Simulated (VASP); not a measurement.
Here is a VASP 6.6.1 calculation.

File INCAR:

```
PREC     = Accurate       # precision mode
ENCUT    = 520            # plane-wave cutoff, eV
EDIFF    = 1E-6           # SCF threshold, eV
ISMEAR   = 0              # smearing method
SIGMA    = 0.1            # smearing width, eV
LREAL    = F              # projectors in reciprocal space
LASPH    = T              # aspherical terms in the spheres
NELM     = 80             # most SCF steps
ALGO     = Normal         # electronic algorithm
ISIF     = 2              # what is computed and relaxed
LWAVE    = F              # write WAVECAR
LCHARG   = F              # write CHGCAR
GGA      = PE             # functional
NBANDS   = 28             # bands
```

Contents of KPOINTS:

```
Automatic mesh
0
Gamma
  6 6 10
```

File POSCAR:

```
MgCdS4
1.0
    6.0176089313      0.0000000000      0.0000000000
    0.0000000000      6.0176089313      0.0000000000
    0.0000000000      0.0000000000      3.8376360129
Mg Cd S
1 1 4
Direct
    0.0000000000      0.0000000000      0.5000000000
    0.5000000000      0.5000000000      0.5000000000
    0.6735303564      0.0000000000      0.0000000000
    0.3264696436      0.0000000000      0.0000000000
    0.0000000000      0.3264696436      0.0000000000
    0.0000000000      0.6735303564      0.0000000000
```

Potentials or basis: VASP PAW PBE potentials, release 64 (Mg, Cd, S).

Command:

```sh
$ cat potpaw_PBE.64/Mg/POTCAR potpaw_PBE.64/Cd/POTCAR potpaw_PBE.64/S/POTCAR > POTCAR
$ mpirun -np 1 vasp_std > vasp.out
```

What does it give for the pressure?

-0.2 GPa.

Estimate the band gap on the k mesh.

zero (band 19 reaches 3.25 eV, above the bottom of band 20 at 2.65 eV).

Estimate the largest force.

0.093 eV/Å.

Forces on the atoms (eV/Å):
```
Mg   0.000  0.000  0.000
Cd   0.000  0.000  0.000
S   -0.093  0.000  0.000
S    0.093  0.000  0.000
S    0.000  0.093  0.000
S    0.000 -0.093  0.000
```
